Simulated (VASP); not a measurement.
Write the native input for VASP 6.6.1 that does the following.

| Item | Value |
| --- | --- |
| Task | single point |
| Functional | PBEsol |
| Potentials or basis | VASP PAW PBE potentials, release 64 (Hg, Te) |
| Cutoff | 520 eV |
| k mesh | 16 × 16 × 16 |
| Occupations | gaussian, width 0.15 eV |
| Spin | no spin polarisation |
| Dipole correction | no |
| Further INCAR settings | ALGO = Normal; EDIFF = 1e-06; NBANDS = 16 |

The structure of HgTe lies in POSCAR:

```
HgTe
1.0
    0.0000000000      3.2558862265      3.1744890708
    3.2558862265      0.0000000000      3.1744890708
    3.2558862265      3.2558862265      0.0000000000
Hg Te
1 1
Direct
    0.0000000000      0.0000000000      0.0000000000
    0.7500000000      0.7500000000      0.7500000000
```

This cell differs from its parent crystal: strain +0.000 along x and y, -0.025 along z.

These files were run (other wordings do the same):

INCAR

```
SYSTEM = HgTe
ALGO = Normal ; EDIFF = 1E-6
ENCUT = 520 ; GGA = PS
ISIF = 2 ; ISMEAR = 0
LASPH = .True. ; LCHARG = .False.
LREAL = .False. ; LWAVE = .False.
NBANDS = 16 ; NELM = 80
PREC = Accurate ; SIGMA = 0.15
```

KPOINTS

```
k-points
0
Gamma
  16 16 16
  0 0 0
```

Potentials or basis: VASP PAW PBE potentials, release 64 (Hg, Te).

Command:

```bash
$ cat potpaw_PBE.64/Hg/POTCAR potpaw_PBE.64/Te/POTCAR > POTCAR
$ mpirun -np 1 vasp_std > vasp.out
```

Results of the run:

```json
{
 "Pressure": "1.2 GPa",
 "Band gap on the k mesh": "0.08 eV (least direct gap 0.08 eV)"
}
```

Caveat: the cell differs from its parent crystal (strain +0.000 along x and y, -0.025 along z); the smearing spreads over this small gap; the PAW data sets were made with another functional, which shifts forces and pressure a little; spin-orbit coupling is left out, which moves the levels of the heavy elements.

Run time: 2.8 min on 1 thread of Intel(R) Xeon(R) Platinum 8559C (Emerald Rapids) (shared host), peak memory 0.51 GiB.
